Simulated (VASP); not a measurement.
Crystal: K2S.

```
CELL_PARAMETERS angstrom
0.00000 3.70272 3.70272
3.70272 0.00000 3.70272
3.70272 3.70272 0.00000
ATOMIC_POSITIONS crystal
K 0.25000 0.25000 0.25000
K 0.75000 0.75000 0.75000
S 0.00000 0.00000 0.00000
```

Base run:

| Property | Result |
| --- | --- |
| Program | VASP 6.6.1 |
| Functional | HSE06 |
| Potentials or basis | VASP PAW PBE potentials, release 64 (K_sv, S) |
| Cutoff | 400 eV |
| k mesh | 4 × 4 × 4 |
| Occupations | gaussian, width 0.01 eV |
| Spin | no spin polarisation |

Its results: band gap on the k mesh 3.31 eV, indirect (least direct gap 3.49 eV); pressure 0.2 GPa.

Q: The run is repeated on the same cell with these changes: functional from HSE06 to PBE; cutoff from 400 eV to 500 eV. What comes out?

A: Band gap on the k mesh 2.38 eV, indirect (least direct gap 2.57 eV); pressure 0.5 GPa.

HSE06 gives the wider gap, since exact exchange removes part of the self-interaction.

Caveats: the PAW data sets were made with another functional, which shifts forces and pressure a little (some runs).

A k mesh can miss the band edges.
